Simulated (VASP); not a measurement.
PtSe2: single point with RPBE

Crystal: PtSe2.

```
Pt Se
1.0
     3.72400    0.00000    0.00000
    -1.86200    3.22508    0.00000
     0.00000    0.00000    5.06200
Pt Se
1 2
Direct
  0.00000 0.00000 0.00000
  0.33333 0.66667 0.25000
  0.66667 0.33333 0.75000
```

```
Program                : VASP 6.6.1
Task                   : single point
Functional             : RPBE
Potentials or basis    : VASP PAW PBE potentials, release 64 (Pt, Se)
Cutoff                 : 520 eV
k mesh                 : 6 × 6 × 4, shifted
Occupations            : fermi-dirac, width 0.3 eV
Spin                   : no spin polarisation
Dipole correction      : no
Further INCAR settings : ALGO = Normal; EDIFF = 1e-06; NBANDS = 18; ISYM = 0
```

```
Pressure      : 10.1 GPa
Largest force : 0.719 eV/Å
```

Forces in eV/Å, atoms in the order of the input:
```
Pt   0.000  0.000  0.000
Se   0.000  0.000  0.719
Se   0.000  0.000 -0.719
```

Stress tensor (GPa, compression positive):
```
10.90  0.00  0.00
 0.00 10.90  0.00
 0.00  0.00  8.56
```

Levels at points of the mesh, in eV from the Fermi level:
```csv
k point,band 9,band 10,band 11,band 12,band 13,band 14
"(0.08, 0.08, 0.12)",-1.65,-1.18,-0.12,1.37,1.63,5.16
```

It took 5.6 min on 1 thread of Intel Xeon 8259CL (shared host), peak memory 0.36 GiB.

Caveat: the cell stands under pressure; so wide a smearing shifts energies and pressures; the PAW data sets were made with another functional, which shifts forces and pressure a little; spin-orbit coupling is left out, which moves the levels of the heavy elements.
